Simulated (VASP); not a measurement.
# MgO (rocksalt type) (Fm-3m) in VASP: a series of runs, part 2 of 2

VASP 6.6.1.

## 4. Single point, PBEsol (volume scaled by 0.94)

File INCAR:

```
  PREC = Accurate
  ENCUT = 520
  EDIFF = 1E-7
  ISMEAR = -1
  SIGMA = 0.05
  LREAL = False
  LASPH = True
  NELM = 80
  ALGO = Normal
  ISIF = 2
  LWAVE = False
  LCHARG = True
  GGA = PS
  LELF = True
  LVHAR = True
  NBANDS = 11
```

File KPOINTS:

```
regular mesh
0
Gamma
  15 15 15
```

File POSCAR:

```
MgO
1.0
    0.0000000000      2.0641133840      2.0641133840
    2.0641133840      0.0000000000      2.0641133840
    2.0641133840      2.0641133840      0.0000000000
Mg O
1 1
Direct
    0.0000000000      0.0000000000      0.0000000000
    0.5000000000      0.5000000000      0.5000000000
```

Potentials or basis: VASP PAW PBE potentials, release 64 (Mg, O).

Command:

```sh
> cat potpaw_PBE.64/Mg/POTCAR potpaw_PBE.64/O/POTCAR > POTCAR
> mpirun -np 1 vasp_std > vasp.out
```

OUTCAR:

```text
PREC = Accurate
   ENCUT = 520
   EDIFF = 1E-7
   ISMEAR = -1
   LREAL = False
   LASPH = True
   NELM = 80
   ISIF = 2
   GGA = PS

 ion  position               nearest neighbor table
   1  0.000  0.000  0.000-   2 2.06   2 2.06   2 2.06   2 2.06   2 2.06   2 2.06
   2  0.500  0.500  0.500-   1 2.06   1 2.06   1 2.06   1 2.06   1 2.06   1 2.06

  LATTYP: Found a face centered cubic cell.
 ALAT       =     4.1282267680

  Lattice vectors:

 A1 = (   0.0000000000,   2.0641133840,   2.0641133840)
 A2 = (   2.0641133840,   0.0000000000,   2.0641133840)
 A3 = (   2.0641133840,   2.0641133840,   0.0000000000)

Analysis of symmetry for initial positions (statically):
=====================================================================
 Subroutine PRICEL returns:
 Original cell was already a primitive cell.

 Routine SETGRP: Setting up the symmetry group for a
 face centered cubic supercell.

 Subroutine GETGRP returns: Found 48 space group operations
 (whereof 48 operations were pure point group operations)
 out of a pool of 48 trial point group operations.

The static configuration has the point symmetry O_h .

Analysis of symmetry for dynamics (positions and initial velocities):
=====================================================================
 Subroutine PRICEL returns:
 Original cell was already a primitive cell.

 Routine SETGRP: Setting up the symmetry group for a
 face centered cubic supercell.

 Subroutine GETGRP returns: Found 48 space group operations
 (whereof 48 operations were pure point group operations)
 out of a pool of 48 trial point group operations.

The dynamic configuration has the point symmetry O_h .

 Subroutine INISYM returns: Found 48 space group operations
 (whereof 48 operations are pure point group operations),
 and found     1 'primitive' translations

----------------------------------------------------------------------------------------

                                     Primitive cell

  volume of cell :      17.5886

  direct lattice vectors                    reciprocal lattice vectors
     0.000000000  2.064113384  2.064113384    -0.242234755  0.242234755  0.242234755
     2.064113384  0.000000000  2.064113384     0.242234755 -0.242234755  0.242234755
     2.064113384  2.064113384  0.000000000     0.242234755  0.242234755 -0.242234755

  length of vectors
     2.919097142  2.919097142  2.919097142     0.419562903  0.419562903  0.419562903

  position of ions in fractional coordinates (direct lattice)
     0.000000000  0.000000000  0.000000000
     0.500000000  0.500000000  0.500000000

  ion indices of the primitive-cell ions
   primitive index   ion index
                 1           1
                 2           2

----------------------------------------------------------------------------------------

 KPOINTS: regular mesh

Automatic generation of k-mesh.
 Grid dimensions read from file:
 generate k-points for:   15   15   15

 Generating k-lattice:

  Cartesian coordinates                     Fractional coordinates (reciprocal lattice)
    -0.016148984  0.016148984  0.016148984     0.066666667  0.000000000  0.000000000
     0.016148984 -0.016148984  0.016148984     0.000000000  0.066666667  0.000000000
     0.016148984  0.016148984 -0.016148984     0.000000000  0.000000000  0.066666667

  Length of vectors
     0.027970860  0.027970860  0.027970860

  Shift w.r.t. Gamma in fractional coordinates (k-lattice)
     0.000000000  0.000000000  0.000000000

 Subroutine IBZKPT returns following result:
 ===========================================

 Found    120 irreducible k-points:

 Following reciprocal coordinates:
            Coordinates               Weight
  0.000000  0.000000  0.000000      1.000000
  0.066667  0.000000  0.000000      8.000000
  0.133333  0.000000  0.000000      8.000000
  0.200000  0.000000  0.000000      8.000000
  0.266667  0.000000  0.000000      8.000000
  0.333333  0.000000  0.000000      8.000000
[... 16 lines left out ...]
  0.133333  0.133333  0.000000      6.000000
  0.200000  0.133333  0.000000     24.000000
 [... further k-points ...]
   k-points           NKPTS =    120   k-points in BZ     NKDIM =    120   number of bands    NBANDS=     11
   number of dos      NEDOS =    301   number of ions     NIONS =      2
   total plane-waves  NPLWV =  13824
   dimension x,y,z NGX =    24 NGY =   24 NGZ =   24
   dimension x,y,z NGXF=    48 NGYF=   48 NGZF=   48
   ions per type =               1   1
   NGX,Y,Z   is equivalent  to a cutoff of  13.67, 13.67, 13.67 a.u.
   NGXF,Y,Z  is equivalent  to a cutoff of  27.34, 27.34, 27.34 a.u.
 SYSTEM =  unknown system
   PREC   = accura    normal or accurate (medium, high low for compatibility)
   ISTART =      0    job   : 0-new  1-cont  2-samecut
   ICHARG =      2    charge: 1-file 2-atom 10-const
   ISPIN  =      1    spin polarized calculation?
   LNONCOLLINEAR =      F non collinear calculations
   LSORBIT =      F    spin-orbit coupling
   LASPH  =      T    aspherical Exc in radial PAW
   ENCUT  =  520.0 eV  38.22 Ry    6.18 a.u.   5.43  5.43  5.43*2*pi/ulx,y,z
   NELM   =     80;   NELMIN=  2; NELMDL= -5     # of ELM steps
   EDIFF  = 0.1E-06   stopping-criterion for ELM
   LREAL  =      F    real-space projection
   EDIFFG = 0.1E-05   stopping-criterion for IOM
   NSW    =      0    number of steps for IOM
   IBRION =     -1    ionic relax: 0-MD 1-quasi-New 2-CG
   NFREE  =      0    steps in history (QN), initial steepest desc. (CG)
   ISIF   =      2    stress and relaxation
   ISYM   =      2    0-nonsym 1-usesym 2-fastsym
   POTIM  = 0.5000    time-step for ionic-motion
   TEBEG  =    0.0;   TEEND  =   0.0 temperature during run
   PSTRESS=    0.0 pullay stress
   NELECT =       8.0000    total number of electrons
   NUPDOWN=      -1.0000    fix difference up-down
   EMIN   =  10.00;   EMAX   =-10.00  energy-range for DOS
   EFERMI =   0.00;   METHOD = LEGACY
   ISMEAR =    -1;   SIGMA  =   0.05  broadening in eV -4-tet -1-fermi 0-gaus
   EFERMI_NEDOS =   21; number of points for ismear=-14 and -15
   IALGO  =     38    algorithm
   IMIX   =      4    mixing-type and parameters
     AMIX     =   0.40;   BMIX     =  1.00
     AMIX_MAG =   1.60;   BMIX_MAG =  1.00
  volume/ion in A,a.u.               =       8.79        59.35
  Fermi-wavevector in a.u.,A,eV,Ry     =   1.259006  2.379177 21.566556  1.585097
  Thomas-Fermi vector in A             =   2.392588
   LORBIT       =      0    0 simple, 1 ext, 2 COOP (PROOUT), +10 PAW based schemes
   GGA     = PS    functional components
   LHFCALC =     F    Hartree Fock is set to
   AEXX    =    0.0000 exact exchange contribution
   IVDW    =     0    specifies the selected vdW correction
   LEPSILON=     F    determine dielectric tensor
   LRPA    =     F    only Hartree local field effects (RPA)
 non-spin polarized calculation
  energy-cutoff  :      520.00
  volume of cell :       17.59
 maximum number of plane-waves:       495
 NGX is ok and might be reduce to    24
   NGX = 11   NGY = 11   NGZ = 11

 number of electron       7.9999997 magnetization

 Free energy of the ion-electron system (eV)
  ---------------------------------------------------
  ext. energy  EPLUGINS =         0.00000000
  ---------------------------------------------------
  free energy    TOTEN  =       -12.47739317 eV

  energy without entropy =      -12.47739317  energy(sigma->0) =      -12.47739317

 E-fermi :   4.4978     XC(G=0): -11.6057

 val. band max:        3.5353481967   @ k =   0.0000   0.0000   0.0000
 cond. band min:       8.7754534442   @ k =   0.0000   0.0000   0.0000
 fundamental gap:      5.2401052475
 Fermi energy:         4.4978314057

 k-point     1 :       0.0000    0.0000    0.0000
  band No.  band energies     occupation
      1     -13.9943      2.00000
      2       3.5353      2.00000
      3       3.5353      2.00000
      4       3.5353      2.00000
      5       8.7755      0.00000
      6      19.4998      0.00000
      7      19.4998      0.00000
      8      19.4998      0.00000
      9      23.5046      0.00000
     10      25.4619      0.00000
     11      25.4619      0.00000
[... 309 lines left out ...]
 k-point    24 :       0.2000    0.1333    0.0000
  band No.  band energies     occupation
      1     -13.5464      2.00000
      2       1.7263      2.00000
      3       3.1072      2.00000
      4       3.1115      2.00000
      5      10.7793      0.00000
      6      16.2479      0.00000
      7      20.4622      0.00000
      8      20.5492      0.00000
      9      21.9790      0.00000
     10      26.0952      0.00000
     11      28.4644      0.00000

 [... further k-points ...]
[... 5 lines left out ...]
  --------------------------------------------------------------------------------------
  -------------------------------------------------------------------------------------
  Total        1.1716027      1.1716027      1.1716027      0.0000000      0.0000000      0.0000000
  in kB      106.7235576    106.7235576    106.7235576      0.0000000      0.0000000      0.0000000
  external PRESSURE =     106.7235576 kB  Pullay stress =       0.0000000 kB

 VOLUME and BASIS-vectors are now :
 -----------------------------------------------------------------------------
  energy-cutoff  :      520.00
  volume of cell :       17.59
      direct lattice vectors                 reciprocal lattice vectors
     0.000000000  2.064113384  2.064113384    -0.242234755  0.242234755  0.242234755
     2.064113384  0.000000000  2.064113384     0.242234755 -0.242234755  0.242234755
     2.064113384  2.064113384  0.000000000     0.242234755  0.242234755 -0.242234755

 POSITION                                       TOTAL-FORCE (eV/Angst)
 -----------------------------------------------------------------------------------
      0.00000      0.00000      0.00000        -0.000000     -0.000000     -0.000000
      2.06411      2.06411      2.06411         0.000000      0.000000      0.000000
 -----------------------------------------------------------------------------------
    total drift:                               -0.000000     -0.000000      0.000000

  FREE ENERGIE OF THE ION-ELECTRON SYSTEM (eV)
  ---------------------------------------------------
  free  energy   TOTEN  =       -12.4773931667 eV

  energy  without entropy=      -12.4773931666  energy(sigma->0) =      -12.47739317
```

OSZICAR:

```text
N       E                     dE             d eps       ncg     rms          rms(c)
DAV:   1     0.124292640386E+02    0.12429E+02   -0.47512E+03  2992   0.654E+02
DAV:   2    -0.133674068362E+02   -0.25797E+02   -0.25307E+02  3057   0.136E+02
DAV:   3    -0.138822144296E+02   -0.51481E+00   -0.51446E+00  3182   0.164E+01
DAV:   4    -0.138833761952E+02   -0.11618E-02   -0.11617E-02  2910   0.892E-01
DAV:   5    -0.138833800120E+02   -0.38167E-05   -0.38167E-05  3090   0.481E-02    0.675E+00
DAV:   6    -0.125115508151E+02    0.13718E+01   -0.73072E+00  2742   0.151E+01    0.210E+00
DAV:   7    -0.124904433152E+02    0.21107E-01   -0.43223E-02  2934   0.192E+00    0.129E+00
DAV:   8    -0.124776675743E+02    0.12776E-01   -0.19253E-02  2823   0.162E+00    0.196E-01
DAV:   9    -0.124774426783E+02    0.22490E-03   -0.29687E-04  3078   0.121E-01    0.122E-01
DAV:  10    -0.124773914704E+02    0.51208E-04   -0.33653E-04  2952   0.135E-01    0.371E-03
DAV:  11    -0.124773928718E+02   -0.14014E-05   -0.28389E-06  2952   0.129E-02    0.309E-03
DAV:  12    -0.124773931304E+02   -0.25860E-06   -0.92898E-08  1905   0.280E-03    0.494E-04
DAV:  13    -0.124773931667E+02   -0.36256E-07   -0.31816E-08  1506   0.120E-03
   1 F= -.12477393E+02 E0= -.12477393E+02  d E =-.630065E-10
```

stdout:

```text
POSCAR found type information on POSCAR MgO
 POSCAR found :  2 types and       2 ions
 scaLAPACK will be used
 -----------------------------------------------------------------------------
|                                                                             |
|                                                                             |
|     You enforced a specific xc type in the INCAR file but a different       |
|     I HOPE YOU KNOW WHAT YOU ARE DOING!                                     |
|                                                                             |
 -----------------------------------------------------------------------------

 LDA part: xc-table for (Slater+PW92), standard interpolation
 POSCAR, INCAR and KPOINTS ok, starting setup
 FFT: planning ... GRIDC
 FFT: planning ... GRID_SOFT
 FFT: planning ... GRID
 WAVECAR not read
 entering main loop
```

Wall time 30 s (1 thread of Intel Xeon 8259CL, shared host); peak memory 0.16 GiB.

What came out:

| Quantity | Value |
| --- | --- |
| Free energy | -12.4774 eV |
| Pressure | 10.7 GPa |
| Band gap on the k mesh | 5.24 eV, direct |

Caveat: the cell differs from its parent crystal (volume scaled by 0.94); the PAW data sets were made with another functional, which shifts forces and pressure a little.

## 5. Single point, PBEsol

This run uses another cell than the first one, of 9.36 Å³/atom, 1.250 times its volume.

File INCAR:

```
PREC = Accurate
ENCUT = 520
EDIFF = 1E-7
ISMEAR = -1
SIGMA = 0.05
LREAL = F
LASPH = T
NELM = 100
ALGO = Normal
ISIF = 2
LWAVE = F
LCHARG = F
GGA = PS
NBANDS = 11
```

File KPOINTS:

```
Automatic mesh
0
Gamma
  15 15 15
```

File POSCAR:

```
MgO
1.0
    0.0000000000      2.1071280673      2.1071280673
    2.1071280673      0.0000000000      2.1071280673
    2.1071280673      2.1071280673      0.0000000000
Mg O
1 1
Direct
    0.0000000000      0.0000000000      0.0000000000
    0.5000000000      0.5000000000      0.5000000000
```

Potentials or basis: VASP PAW PBE potentials, release 64 (Mg, O).

Command:

```sh
> cat potpaw_PBE.64/Mg/POTCAR potpaw_PBE.64/O/POTCAR > POTCAR
> mpirun -np 1 vasp_std > vasp.out
```

OUTCAR:

```text
PREC = Accurate
   ENCUT = 520
   EDIFF = 1E-7
   ISMEAR = -1
   LREAL = F
   LASPH = T
   NELM = 100
   ISIF = 2
   GGA = PS

 ion  position               nearest neighbor table
   1  0.000  0.000  0.000-   2 2.11   2 2.11   2 2.11   2 2.11   2 2.11   2 2.11
   2  0.500  0.500  0.500-   1 2.11   1 2.11   1 2.11   1 2.11   1 2.11   1 2.11

  LATTYP: Found a face centered cubic cell.
 ALAT       =     4.2142561346

  Lattice vectors:

 A1 = (   0.0000000000,   2.1071280673,   2.1071280673)
 A2 = (   2.1071280673,   0.0000000000,   2.1071280673)
 A3 = (   2.1071280673,   2.1071280673,   0.0000000000)

Analysis of symmetry for initial positions (statically):
=====================================================================
 Subroutine PRICEL returns:
 Original cell was already a primitive cell.

 Routine SETGRP: Setting up the symmetry group for a
 face centered cubic supercell.

 Subroutine GETGRP returns: Found 48 space group operations
 (whereof 48 operations were pure point group operations)
 out of a pool of 48 trial point group operations.

The static configuration has the point symmetry O_h .

[... 163 lines left out ...]
 cond. band min:       7.6747795109   @ k =   0.0000   0.0000   0.0000
 fundamental gap:      4.6192922878
 Fermi energy:         4.0574458059

 k-point     1 :       0.0000    0.0000    0.0000
  band No.  band energies     occupation
      1     -14.1423      2.00000
      2       3.0555      2.00000
      3       3.0555      2.00000
      4       3.0555      2.00000
      5       7.6748      0.00000
      6      18.6788      0.00000
      7      18.6788      0.00000
      8      18.6788      0.00000
      9      22.5173      0.00000
     10      24.3991      0.00000
     11      24.3991      0.00000
[... 309 lines left out ...]
 k-point    24 :       0.2000    0.1333    0.0000
  band No.  band energies     occupation
      1     -13.7385      2.00000
      2       1.3072      2.00000
      3       2.6585      2.00000
      4       2.6642      2.00000
      5       9.6778      0.00000
      6      15.5402      0.00000
      7      19.4650      0.00000
      8      19.5621      0.00000
      9      20.7905      0.00000
     10      24.9688      0.00000
     11      27.1157      0.00000

 [... further k-points ...]
[... 5 lines left out ...]
  --------------------------------------------------------------------------------------
  -------------------------------------------------------------------------------------
  Total       -0.0599838     -0.0599838     -0.0599838     -0.0000000     -0.0000000      0.0000000
  in kB       -5.1362009     -5.1362009     -5.1362009     -0.0000000     -0.0000000      0.0000000
  external PRESSURE =      -5.1362009 kB  Pullay stress =       0.0000000 kB

 VOLUME and BASIS-vectors are now :
 -----------------------------------------------------------------------------
  energy-cutoff  :      520.00
  volume of cell :       18.71
      direct lattice vectors                 reciprocal lattice vectors
     0.000000000  2.107128067  2.107128067    -0.237289801  0.237289801  0.237289801
     2.107128067  0.000000000  2.107128067     0.237289801 -0.237289801  0.237289801
     2.107128067  2.107128067  0.000000000     0.237289801  0.237289801 -0.237289801

 POSITION                                       TOTAL-FORCE (eV/Angst)
 -----------------------------------------------------------------------------------
      0.00000      0.00000      0.00000        -0.000000     -0.000000      0.000000
      2.10713      2.10713      2.10713         0.000000      0.000000      0.000000
 -----------------------------------------------------------------------------------
    total drift:                               -0.000000     -0.000000      0.000000

  FREE ENERGIE OF THE ION-ELECTRON SYSTEM (eV)
  ---------------------------------------------------
  free  energy   TOTEN  =       -12.5124496341 eV

  energy  without entropy=      -12.5124496340  energy(sigma->0) =      -12.51244963
```

Run time: 29 s. Hardware: 1 thread of Intel Xeon 8259CL, shared host; peak memory 0.16 GiB.

What came out:

- Free energy: -12.5124 eV
- Pressure: -0.5 GPa
- Band gap on the k mesh: 4.62 eV, direct

Caveat: the PAW data sets were made with another functional, which shifts forces and pressure a little.

## 6. The runs side by side

| cell | gap on the mesh (eV) | pressure (GPa) |
| --- | --- | --- |
| a = 2.766 Å, angles 60.0°, 2 atoms | 7.10 | 56.0 |
| a = 2.856 Å, angles 60.0°, 2 atoms | 5.96 | 26.0 |
| a = 2.919 Å, angles 60.0°, 2 atoms | 5.24 | 10.7 |
| a = 2.980 Å, angles 60.0°, 2 atoms | 4.62 | -0.5 |

Alike in all rows: task single point; level PBEsol; potentials or basis VASP PAW PBE potentials, release 64 (Mg, O); no spin polarisation; k mesh 15 × 15 × 15; cutoff (eV) 520; smearing fermi-dirac 0.05 eV.

Caveats: the PAW data sets were made with another functional, which shifts forces and pressure a little.

Total energies depend on the potentials used, so only differences within one code and one set of settings carry meaning.
